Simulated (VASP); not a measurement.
# WC (Fm-3m) in VASP: further runs

The runs below take WC through single point, relaxation of cell and atoms, with PBEsol.

Everything below comes from runs of VASP 6.6.1. Logs are shortened: lines on timing, memory, paths and dates and some standing lists are left out, and cuts for length are marked.

## (1) The cell of the first run

It takes space group Fm-3m (No. 225, cubic). Conventional cell: a = 4.345 Å, b = 4.345 Å, c = 4.345 Å, α = 90.00°, β = 90.00°, γ = 90.00°. Within 2.9 Å of W (site symmetry m-3m) lie 6 C at 2.17 Å. C (site symmetry m-3m) has 6 W at 2.17 Å within 2.9 Å.

## (2) Single point, PBEsol

The input, INCAR:

```
PREC = Accurate
ENCUT = 520
EDIFF = 1E-6
ISMEAR = 1
SIGMA = 0.1
LREAL = False
LASPH = True
NELM = 100
ALGO = Normal
ISIF = 2
LWAVE = False
LCHARG = True
GGA = PS
LELF = True
LVHAR = True
NBANDS = 16
```

The input, KPOINTS:

```
Automatic mesh
0
Gamma
  16 16 16
```

The input, POSCAR:

```
WC
1.0
    0.0000000000      2.1725590108      2.1725590108
    2.1725590108      0.0000000000      2.1725590108
    2.1725590108      2.1725590108      0.0000000000
W C
1 1
Direct
    0.0000000000      0.0000000000      0.0000000000
    0.5000000000      0.5000000000      0.5000000000
```

Potentials or basis: VASP PAW PBE potentials, release 64 (W_sv, C).

Command:

```sh
cat potpaw_PBE.64/W_sv/POTCAR potpaw_PBE.64/C/POTCAR > POTCAR
mpirun -np 1 vasp_std > vasp.out
```

OUTCAR:

```text
PREC = Accurate
   ENCUT = 520
   EDIFF = 1E-6
   ISMEAR = 1
   LREAL = False
   LASPH = True
   NELM = 100
   ISIF = 2
   GGA = PS

 ion  position               nearest neighbor table
   1  0.000  0.000  0.000-   2 2.17   2 2.17   2 2.17   2 2.17   2 2.17   2 2.17
   2  0.500  0.500  0.500-   1 2.17   1 2.17   1 2.17   1 2.17   1 2.17   1 2.17

  LATTYP: Found a face centered cubic cell.
 ALAT       =     4.3451180216

  Lattice vectors:

 A1 = (   0.0000000000,   2.1725590108,   2.1725590108)
 A2 = (   2.1725590108,   0.0000000000,   2.1725590108)
 A3 = (   2.1725590108,   2.1725590108,   0.0000000000)

Analysis of symmetry for initial positions (statically):
=====================================================================
 Subroutine PRICEL returns:
 Original cell was already a primitive cell.

 Routine SETGRP: Setting up the symmetry group for a
 face centered cubic supercell.

 Subroutine GETGRP returns: Found 48 space group operations
 (whereof 48 operations were pure point group operations)
 out of a pool of 48 trial point group operations.

The static configuration has the point symmetry O_h .

Analysis of symmetry for dynamics (positions and initial velocities):
=====================================================================
 Subroutine PRICEL returns:
 Original cell was already a primitive cell.

 Routine SETGRP: Setting up the symmetry group for a
 face centered cubic supercell.

 Subroutine GETGRP returns: Found 48 space group operations
 (whereof 48 operations were pure point group operations)
 out of a pool of 48 trial point group operations.

The dynamic configuration has the point symmetry O_h .

 Subroutine INISYM returns: Found 48 space group operations
 (whereof 48 operations are pure point group operations),
 and found     1 'primitive' translations

----------------------------------------------------------------------------------------

                                     Primitive cell

  volume of cell :      20.5090

  direct lattice vectors                    reciprocal lattice vectors
     0.000000000  2.172559011  2.172559011    -0.230143346  0.230143346  0.230143346
     2.172559011  0.000000000  2.172559011     0.230143346 -0.230143346  0.230143346
     2.172559011  2.172559011  0.000000000     0.230143346  0.230143346 -0.230143346

  length of vectors
     3.072462418  3.072462418  3.072462418     0.398619968  0.398619968  0.398619968

  position of ions in fractional coordinates (direct lattice)
     0.000000000  0.000000000  0.000000000
     0.500000000  0.500000000  0.500000000

  ion indices of the primitive-cell ions
   primitive index   ion index
                 1           1
                 2           2

----------------------------------------------------------------------------------------

 KPOINTS: Automatic mesh

Automatic generation of k-mesh.
 Grid dimensions read from file:
 generate k-points for:   16   16   16

 Generating k-lattice:

  Cartesian coordinates                     Fractional coordinates (reciprocal lattice)
    -0.014383959  0.014383959  0.014383959     0.062500000  0.000000000  0.000000000
     0.014383959 -0.014383959  0.014383959     0.000000000  0.062500000  0.000000000
     0.014383959  0.014383959 -0.014383959     0.000000000  0.000000000  0.062500000

  Length of vectors
     0.024913748  0.024913748  0.024913748

  Shift w.r.t. Gamma in fractional coordinates (k-lattice)
     0.000000000  0.000000000  0.000000000

 Subroutine IBZKPT returns following result:
 ===========================================

 Found    145 irreducible k-points:

 Following reciprocal coordinates:
            Coordinates               Weight
  0.000000  0.000000  0.000000      1.000000
  0.062500  0.000000  0.000000      8.000000
  0.125000  0.000000  0.000000      8.000000
  0.187500  0.000000  0.000000      8.000000
  0.250000  0.000000  0.000000      8.000000
  0.312500  0.000000  0.000000      8.000000
[... 16 lines left out ...]
 -0.125000  0.062500  0.000000     24.000000
 -0.062500  0.062500  0.000000     12.000000
 [... further k-points ...]
   k-points           NKPTS =    145   k-points in BZ     NKDIM =    145   number of bands    NBANDS=     16
   number of dos      NEDOS =    301   number of ions     NIONS =      2
   total plane-waves  NPLWV =  13824
   dimension x,y,z NGX =    24 NGY =   24 NGZ =   24
   dimension x,y,z NGXF=    48 NGYF=   48 NGZF=   48
   ions per type =               1   1
   NGX,Y,Z   is equivalent  to a cutoff of  12.99, 12.99, 12.99 a.u.
   NGXF,Y,Z  is equivalent  to a cutoff of  25.97, 25.97, 25.97 a.u.
 SYSTEM =  unknown system
   PREC   = accura    normal or accurate (medium, high low for compatibility)
   ISTART =      0    job   : 0-new  1-cont  2-samecut
   ICHARG =      2    charge: 1-file 2-atom 10-const
   ISPIN  =      1    spin polarized calculation?
   LNONCOLLINEAR =      F non collinear calculations
   LSORBIT =      F    spin-orbit coupling
   LASPH  =      T    aspherical Exc in radial PAW
   ENCUT  =  520.0 eV  38.22 Ry    6.18 a.u.   5.71  5.71  5.71*2*pi/ulx,y,z
   NELM   =    100;   NELMIN=  2; NELMDL= -5     # of ELM steps
   EDIFF  = 0.1E-05   stopping-criterion for ELM
   LREAL  =      F    real-space projection
   EDIFFG = 0.1E-04   stopping-criterion for IOM
   NSW    =      0    number of steps for IOM
   IBRION =     -1    ionic relax: 0-MD 1-quasi-New 2-CG
   NFREE  =      0    steps in history (QN), initial steepest desc. (CG)
   ISIF   =      2    stress and relaxation
   ISYM   =      2    0-nonsym 1-usesym 2-fastsym
   POTIM  = 0.5000    time-step for ionic-motion
   TEBEG  =    0.0;   TEEND  =   0.0 temperature during run
   PSTRESS=    0.0 pullay stress
   NELECT =      18.0000    total number of electrons
   NUPDOWN=      -1.0000    fix difference up-down
   EMIN   =  10.00;   EMAX   =-10.00  energy-range for DOS
   EFERMI =   0.00;   METHOD = LEGACY
   ISMEAR =     1;   SIGMA  =   0.10  broadening in eV -4-tet -1-fermi 0-gaus
   EFERMI_NEDOS =   21; number of points for ismear=-14 and -15
   IALGO  =     38    algorithm
   IMIX   =      4    mixing-type and parameters
     AMIX     =   0.40;   BMIX     =  1.00
     AMIX_MAG =   1.60;   BMIX_MAG =  1.00
  volume/ion in A,a.u.               =      10.25        69.20
  Fermi-wavevector in a.u.,A,eV,Ry     =   1.567415  2.961985 33.426668  2.456791
  Thomas-Fermi vector in A             =   2.669598
   LORBIT       =      0    0 simple, 1 ext, 2 COOP (PROOUT), +10 PAW based schemes
   GGA     = PS    functional components
   LHFCALC =     F    Hartree Fock is set to
   AEXX    =    0.0000 exact exchange contribution
   IVDW    =     0    specifies the selected vdW correction
   LEPSILON=     F    determine dielectric tensor
   LRPA    =     F    only Hartree local field effects (RPA)
 non-spin polarized calculation
 Methfessel and Paxton  Order N= 1 SIGMA  =   0.10
  energy-cutoff  :      520.00
  volume of cell :       20.51
 maximum number of plane-waves:       568
   NGX = 11   NGY = 11   NGZ = 11

 number of electron      18.0000000 magnetization

 Free energy of the ion-electron system (eV)
  ---------------------------------------------------
  ext. energy  EPLUGINS =         0.00000000
  ---------------------------------------------------
  free energy    TOTEN  =       -22.99595920 eV

  energy without entropy =      -22.99537941  energy(sigma->0) =      -22.99576594

 E-fermi :  12.7318     XC(G=0): -13.9962

 val. band max:       12.7217947751   @ k =   0.2500   0.0000   0.0000
 cond. band min:      12.7449219922   @ k =  -0.3125   0.0625   0.0000
 fundamental gap:      0.0231272172
 Fermi energy:        12.7318212015

 k-point     1 :       0.0000    0.0000    0.0000
  band No.  band energies     occupation
      1     -62.6802      2.00000
      2     -26.6739      2.00000
      3     -26.6739      2.00000
      4     -26.6739      2.00000
      5      -3.3447      2.00000
      6       9.8103      2.00000
[... 8 lines left out ...]
     15      22.2740      0.00000
     16      36.4217      0.00000

 k-point     2 :       0.0625    0.0000    0.0000
  band No.  band energies     occupation
      1     -62.6786      2.00000
      2     -26.7001      2.00000
      3     -26.6767      2.00000
      4     -26.6767      2.00000
      5      -3.2299      2.00000
      6       9.3986      2.00000
[... 8 lines left out ...]
     15      22.5470      0.00000
     16      35.0525      0.00000

 k-point     3 :       0.1250    0.0000    0.0000
  band No.  band energies     occupation
      1     -62.6740      2.00000
      2     -26.7742      2.00000
      3     -26.6845      2.00000
      4     -26.6845      2.00000
      5      -2.8937      2.00000
      6       8.4987      2.00000
[... 8 lines left out ...]
     15      23.2976      0.00000
     16      32.8671      0.00000

 k-point     4 :       0.1875    0.0000    0.0000
  band No.  band energies     occupation
      1     -62.6671      2.00000
      2     -26.8834      2.00000
      3     -26.6963      2.00000
      4     -26.6963      2.00000
      5      -2.3599      2.00000
      6       7.4312      2.00000
[... 8 lines left out ...]
     15      24.2840      0.00000
     16      31.0084      0.00000
[... 324 lines left out ...]
 k-point    22 :      -0.1875    0.0625    0.0000
  band No.  band energies     occupation
      1     -62.6633      2.00000
      2     -26.9292      2.00000
      3     -26.7269      2.00000
      4     -26.6922      2.00000
      5      -2.0618      2.00000
      6       6.9385      2.00000
[... 8 lines left out ...]
     15      24.7524      0.00000
     16      29.4633      0.00000

 k-point    23 :      -0.1250    0.0625    0.0000
  band No.  band energies     occupation
      1     -62.6706      2.00000
      2     -26.8173      2.00000
      3     -26.7096      2.00000
      4     -26.6818      2.00000
      5      -2.6436      2.00000
      6       8.0362      2.00000
[... 8 lines left out ...]
     15      23.8220      0.00000
     16      31.3260      0.00000

 k-point    24 :      -0.0625    0.0625    0.0000
  band No.  band energies     occupation
      1     -62.6759      2.00000
      2     -26.7363      2.00000
      3     -26.6920      2.00000
      4     -26.6763      2.00000
      5      -3.0423      2.00000
      6       9.0517      2.00000
[... 8 lines left out ...]
     15      22.9804      0.00000
     16      33.5195      0.00000

 [... further k-points ...]

------------------------ aborting loop because EDIFF is reached ----------------------------------------

  FORCE on cell =-STRESS in cart. coord.  units (eV):
  Direction    XX          YY          ZZ          XY          YZ          ZX
  --------------------------------------------------------------------------------------
  -------------------------------------------------------------------------------------
  Total        0.1490257      0.1490257      0.1490257      0.0000000      0.0000000      0.0000000
  in kB       11.6419816     11.6419816     11.6419816      0.0000000      0.0000000      0.0000000
  external PRESSURE =      11.6419816 kB  Pullay stress =       0.0000000 kB

 VOLUME and BASIS-vectors are now :
 -----------------------------------------------------------------------------
  energy-cutoff  :      520.00
  volume of cell :       20.51
      direct lattice vectors                 reciprocal lattice vectors
     0.000000000  2.172559011  2.172559011    -0.230143346  0.230143346  0.230143346
     2.172559011  0.000000000  2.172559011     0.230143346 -0.230143346  0.230143346
     2.172559011  2.172559011  0.000000000     0.230143346  0.230143346 -0.230143346

 POSITION                                       TOTAL-FORCE (eV/Angst)
 -----------------------------------------------------------------------------------
      0.00000      0.00000      0.00000         0.000000      0.000000      0.000000
      2.17256      2.17256      2.17256         0.000000      0.000000     -0.000000
 -----------------------------------------------------------------------------------
    total drift:                                0.000000     -0.000000     -0.000000

  FREE ENERGIE OF THE ION-ELECTRON SYSTEM (eV)
  ---------------------------------------------------
  free  energy   TOTEN  =       -22.9959592046 eV

  energy  without entropy=      -22.9953794126  energy(sigma->0) =      -22.99576594
```

It took 48 s on 1 thread of AMD EPYC 7R13, shared host; peak memory 0.15 GiB.

What came out:

```
Free energy            : -22.9960 eV
Pressure               : 1.2 GPa
Band gap on the k mesh : zero (band 9 reaches 13.78 eV, above the bottom of band 10 at 10.53 eV)
```

Caveat: the PAW data sets were made with another functional, which shifts forces and pressure a little; spin-orbit coupling is left out, which moves the levels of the heavy elements.

## (3) Relaxation of cell and atoms, PBEsol

This run uses another cell than the first one, of 10.54 Å³/atom, 1.028 times its volume.

The input, INCAR:

```
SYSTEM = WC
PREC = Accurate
ENCUT = 600
EDIFF = 1E-6
ISMEAR = 1
SIGMA = 0.1
LREAL = .FALSE.
LASPH = .TRUE.
NELM = 80
ALGO = Normal
ISIF = 3
LWAVE = .FALSE.
LCHARG = .FALSE.
GGA = PS
IBRION = 2
NSW = 80
EDIFFG = -0.03
```

The input, KPOINTS:

```
Automatic mesh
0
G
  16 16 16
  0 0 0
```

The input, POSCAR:

```
WC
1.0
    0.0000000000      2.1926840000      2.1926840000
    2.1926840000      0.0000000000      2.1926840000
    2.1926840000      2.1926840000      0.0000000000
W C
1 1
Direct
    0.0000000000      0.0000000000      0.0000000000
    0.5000000000      0.5000000000      0.5000000000
```

Potentials or basis: VASP PAW PBE potentials, release 64 (W_sv, C).

Command:

```sh
cat potpaw_PBE.64/W_sv/POTCAR potpaw_PBE.64/C/POTCAR > POTCAR
mpirun -np 1 vasp_std > vasp.out
```

Run time: 3 min. Hardware: 1 thread of AMD EPYC 7R13, shared host; peak memory 0.18 GiB.

The run converged. Its results:

```yaml
Free_energy: -22.9976 eV
Relaxed_volume: 10.29 Å³/atom
Relaxed_cell: a = 3.076 Å, b = 3.076 Å, c = 3.076 Å, α = 60.00°, β = 60.00°, γ = 60.00°
Space_group_after_relaxing_to_0.05_Å: Fm-3m (No. 225)
Energy_gained_by_relaxing: 7.6 meV/atom
Ionic_steps: 3
Pressure_after_relaxing: -0.2 GPa
```

The path:
```
step  energy change (eV)  largest force (eV/Å)  pressure (GPa)  volume (Å³)
   1              0.0000                0.0000           -9.23        21.08
   2              0.0935                0.0000           28.82        19.29
   3             -0.0152                0.0000           -0.22        20.58
```

Final structure:
```xyz
2
Lattice="0.0000 2.1750 2.1750 2.1750 0.0000 2.1750 2.1750 2.1750 0.0000" Properties=species:S:1:pos:R:3 pbc="T T T"
W     0.0000    0.0000    0.0000
C     2.1750    2.1750    2.1750
```

Levels at points of the mesh, in eV from the Fermi level:
| k point | band 5 | band 6 | band 7 | band 8 | band 9 | band 10 | band 11 | band 12 | band 13 |
| --- | --- | --- | --- | --- | --- | --- | --- | --- | --- |
| (0.00, 0.00, 0.00) | -16.05 | -2.91 | -2.91 | -2.91 | -1.13 | -1.13 | -1.13 | -1.05 | -1.05 |
| (0.50, 0.00, 0.00) | -11.23 | -10.08 | -6.80 | -6.80 | 1.04 | 1.04 | 2.38 | 4.89 | 9.03 |
| (0.50, 0.50, 0.00) | -13.79 | -6.03 | -5.70 | -2.57 | -2.57 | 0.84 | 2.32 | 2.32 | 5.60 |

Caveat: the bands computed are all filled at some k points, so no gap is given; the PAW data sets were made with another functional, which shifts forces and pressure a little; spin-orbit coupling is left out, which moves the levels of the heavy elements.
